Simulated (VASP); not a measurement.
Set up this calculation in VASP 6.6.1, as the native input.

* Task: electric field gradients
* Functional: LDA
* Potentials or basis: VASP PAW LDA potentials, release 64 (In_d, Sb)
* Cutoff: 520 eV
* k mesh: 6 × 6 × 11
* Occupations: fermi-dirac, width 0.08 eV
* Spin: no spin polarisation
* Dipole correction: no
* Further INCAR settings: ALGO = Normal; EDIFF = 1e-08; NBANDS = 26

The structure of InSb lies in POSCAR:

```
InSb
1.0
    5.3390834782      0.0000000000      0.0000000000
    0.0000000000      5.6928961784      0.0000000000
    0.0000000000      0.0000000000      3.0527557763
In Sb
2 2
Direct
    0.0000000000      0.0000000000      0.0000000000
    0.5000000000      0.5000000000      0.0000000000
    0.5000000000      0.0000000000      0.8350000000
    0.0000000000      0.5000000000      0.1650000000
```

This cell differs from its parent crystal: volume scaled by 0.99.

The input as run:

INCAR

```
SYSTEM = InSb
ALGO = Normal
EDIFF = 1E-8
ENCUT = 520
GGA = CA
ISIF = 2
ISMEAR = -1
LASPH = .True.
LCHARG = .False.
LEFG = .True.
LREAL = .False.
LWAVE = .False.
NBANDS = 26
NELM = 80
PREC = Accurate
SIGMA = 0.08
```

KPOINTS

```
k-points
0
Gamma
  6 6 11
  0 0 0
```

Potentials or basis: VASP PAW LDA potentials, release 64 (In_d, Sb).

Launch:

```bash
$ cat potpaw_LDA.64/In_d/POTCAR potpaw_LDA.64/Sb/POTCAR > POTCAR
$ mpirun -np 1 vasp_std > vasp.out
```

Results of the run:

```yaml
Pressure: 13.0 GPa
Largest_force: 0.641 eV/Å
Band_gap_on_the_k_mesh: zero (band 18 reaches 11.23 eV, above the bottom of band 19 at 7.87 eV)
```

Caveat: without QUAD_EFG the Cq values of the log hold for a quadrupole moment of 1 mb, not for the nuclei; spin-orbit coupling is left out, which moves the levels of the heavy elements.

Wall time 74 s on 1 thread of Intel(R) Xeon(R) 6975P-C (Granite Rapids) (shared host), peak memory 0.31 GiB.
